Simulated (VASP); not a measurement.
A run of VASP 6.6.1:

INCAR

```
PREC = Accurate ; ENCUT = 600
EDIFF = 1E-6 ; ISMEAR = 0
SIGMA = 0.1 ; LREAL = F
LASPH = T ; NELM = 60
ALGO = Normal ; ISIF = 3
LWAVE = F ; LCHARG = F
GGA = PE ; IBRION = 2
NSW = 90 ; EDIFFG = -0.04
```

KPOINTS

```
Automatic mesh
0
Gamma
  4 4 4
```

POSCAR

```
SiSb2
1.0
    0.0000000000      3.2575242062      3.2575242062
    3.2575242062      0.0000000000      3.2575242062
    3.2575242062      3.2575242062      0.0000000000
Si Sb
1 2
Direct
    0.0000000000      0.0000000000      0.0000000000
    0.2500000000      0.2500000000      0.2500000000
    0.7500000000      0.7500000000      0.7500000000
```

Potentials or basis: VASP PAW PBE potentials, release 64 (Si, Sb).

Launch:

```sh
$ cat potpaw_PBE.64/Si/POTCAR potpaw_PBE.64/Sb/POTCAR > POTCAR
$ mpirun -np 1 vasp_std > vasp.out
```

Hardware: 1 thread of Intel(R) Xeon(R) Platinum 8259CL CPU @ 2.50GHz (Skylake/Cascade Lake), on a shared host.

**Question.** How long does it take, and how much memory?

**Answer.** Wall time 37 s on 1 thread of Intel(R) Xeon(R) Platinum 8259CL CPU @ 2.50GHz (Skylake/Cascade Lake), with other jobs on the host, peak memory 0.24 GiB. Counts: scf iterations 31, k points 8, ion steps 3.
